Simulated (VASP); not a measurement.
Wanted: the native input for a VASP 6.6.1 run.

- Task: single point
- Functional: PBE
- Dispersion: D3(BJ)
- Potentials or basis: VASP PAW PBE potentials, release 64 (Ga_d, As, O, C)
- Cutoff: 520 eV
- k mesh: 7 × 5 × 1
- Occupations: gaussian, width 0.05 eV
- Spin: no spin polarisation
- Dipole correction: yes
- Further INCAR settings: ALGO = Normal; EDIFF = 1e-06; NBANDS = 42

The structure of Ga3As3CO lies in POSCAR:

```
Ga3As3CO
1.0
    4.0137031111      0.0000000000      0.0000000000
    0.0000000000      5.6762333751      0.0000000000
    0.0000000000      0.0000000000     23.3352699083
Ga As O C
3 3 1 1
Direct
    0.5000000000      0.5000000000      0.1714143447
    0.0000000000      0.0653835255      0.2680035048
    0.5000000000      0.4894639609      0.3228546357
    0.0000000000      0.2500000000      0.1714143447
    0.5000000000      0.8102208698      0.2504948966
    0.0000000000      0.2887573198      0.3593388866
    0.0000000000      0.2887573198      0.4964703624
    0.0000000000      0.2887573198      0.5457519865
```

One way to write it, as run:

INCAR

```
PREC = Accurate
ENCUT = 520
EDIFF = 1E-6
ISMEAR = 0
SIGMA = 0.05
LREAL = False
LASPH = True
NELM = 100
ALGO = Normal
ISIF = 2
LWAVE = False
LCHARG = False
LDIPOL = True
IDIPOL = 3
DIPOL = 0.5 0.5 0.323
GGA = PE
IVDW = 12
NBANDS = 42
```

KPOINTS

```
regular mesh
0
Gamma
  7 5 1
```

Potentials or basis: VASP PAW PBE potentials, release 64 (Ga_d, As, O, C).

Run with:

```sh
$ cat potpaw_PBE.64/Ga_d/POTCAR potpaw_PBE.64/As/POTCAR potpaw_PBE.64/O/POTCAR potpaw_PBE.64/C/POTCAR > POTCAR
$ mpirun -np 1 vasp_std > vasp.out
```

It gave:

The largest force is 1.125 eV/Å. The band gap on the k mesh is 0.40 eV (least direct gap 0.75 eV). The dispersion energy per atom is -0.158 eV.

Run time: 11 min on 1 thread of Oxide Virtual Turin-like Processor (shared host), peak memory 0.61 GiB.
